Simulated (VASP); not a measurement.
## In11Bi4 (a cell with a defect): relaxation of the atoms with r2SCAN

The system is In11Bi4 (a cell with a defect).

```
CELL_PARAMETERS angstrom
9.70152 0.00000 0.00000
0.00000 9.70152 0.00000
0.00000 0.00000 4.85076
ATOMIC_POSITIONS crystal
In 0.25000 0.00000 0.50000
In 0.25000 0.25000 0.00000
In 0.00000 0.75000 0.50000
In 0.25000 0.50000 0.50000
In 0.25000 0.75000 0.00000
In 0.50000 0.25000 0.50000
In 0.75000 0.00000 0.50000
In 0.75000 0.25000 0.00000
In 0.50000 0.75000 0.50000
In 0.75000 0.50000 0.50000
In 0.75000 0.75000 0.00000
Bi 0.00000 0.00000 0.00000
Bi 0.00000 0.50000 0.00000
Bi 0.50000 0.00000 0.00000
Bi 0.50000 0.50000 0.00000
```

* Program: VASP 6.6.1
* Task: relaxation of the atoms
* Functional: r2SCAN
* Potentials or basis: VASP PAW PBE potentials, release 64 (In_d, Bi_d)
* Cutoff: 500 eV
* k mesh: 2 × 2 × 3, shifted
* Occupations: gaussian, width 0.1 eV
* Spin: no spin polarisation
* Dipole correction: no
* Further INCAR settings: ALGO = Normal; EDIFF = 1e-07; IBRION = 2; EDIFFG = -0.05; NSW = 60

```json
{
 "Energy gained by relaxing": "2.7 meV/atom",
 "Ionic steps": "6",
 "Pressure after relaxing": "-1.3 GPa",
 "Largest force after relaxing": "0.028 eV/Å",
 "Band gap on the k mesh": "zero (an odd number of electrons rules out a gap without spin polarisation)"
}
```

Forces in eV/Å, atoms in the order of the input:
```
In   0.008 -0.001  0.000
In   0.006  0.000  0.000
In   0.000  0.000  0.000
In   0.008  0.001  0.000
In   0.018  0.000  0.000
In   0.000  0.000  0.000
In  -0.008 -0.001  0.000
In  -0.006  0.000  0.000
In   0.000  0.000  0.000
In  -0.008  0.001  0.000
In  -0.018  0.000  0.000
Bi   0.000  0.028  0.000
Bi   0.000 -0.028  0.000
Bi   0.000  0.015  0.000
Bi   0.000 -0.015  0.000
```

Stress tensor (GPa, compression positive):
```
-1.27  0.00  0.00
 0.00 -2.00  0.00
 0.00  0.00 -0.67
```

Step by step:
| step | energy change (eV) | largest force (eV/Å) | pressure (GPa) |
| --- | --- | --- | --- |
| 1 | 0.0000 | 0.1307 | -1.09 |
| 2 | -0.0057 | 0.1204 | -1.12 |
| 3 | -0.0204 | 0.0900 | -1.18 |
| 4 | -0.0380 | 0.0507 | -1.28 |
| 5 | -0.0236 | 0.1093 | -1.36 |
| 6 | -0.0408 | 0.0279 | -1.31 |

Final structure:
```yaml
crystal:
  lattice:
    - [9.70152, 0.00000, 0.00000]
    - [0.00000, 9.70152, 0.00000]
    - [0.00000, 0.00000, 4.85076]
  atoms:
    - { symbol: In, position: [0.24572, 0.00750, 0.50000] }
    - { symbol: In, position: [0.24234, 0.25000, 0.00000] }
    - { symbol: In, position: [0.00000, 0.75000, 0.50000] }
    - { symbol: In, position: [0.24572, 0.49250, 0.50000] }
    - { symbol: In, position: [0.24868, 0.75000, 0.00000] }
    - { symbol: In, position: [0.50000, 0.25000, 0.50000] }
    - { symbol: In, position: [0.75428, 0.00750, 0.50000] }
    - { symbol: In, position: [0.75766, 0.25000, 0.00000] }
    - { symbol: In, position: [0.50000, 0.75000, 0.50000] }
    - { symbol: In, position: [0.75428, 0.49250, 0.50000] }
    - { symbol: In, position: [0.75132, 0.75000, 0.00000] }
    - { symbol: Bi, position: [0.00000, 0.00727, 0.00000] }
    - { symbol: Bi, position: [0.00000, 0.49273, 0.00000] }
    - { symbol: Bi, position: [0.50000, 0.00240, 0.00000] }
    - { symbol: Bi, position: [0.50000, 0.49760, 0.00000] }
```

Levels at points of the mesh, in eV from the Fermi level:
```tsv
k point	band 98	band 99	band 100	band 101	band 102	band 103	band 104	band 105
(0.25, 0.25, 0.17)	-0.75	-0.74	-0.23	-0.11	-0.03	0.70	1.02	1.23
```

Run time: 12 min on 8 MPI ranks on AMD EPYC 9R45 96-Core Processor (Zen 5), on a shared host, peak memory 0.39 GiB a rank.

Caveat: the k points lie up to 0.43 Å⁻¹ apart, too coarse for converged energies and pressures of a metal; the PAW data sets were made with another functional, which shifts forces and pressure a little; spin-orbit coupling is left out, which moves the levels of the heavy elements; the relaxation stopped at a loose force limit of 0.05 eV/Å, so its end isn't a converged minimum.
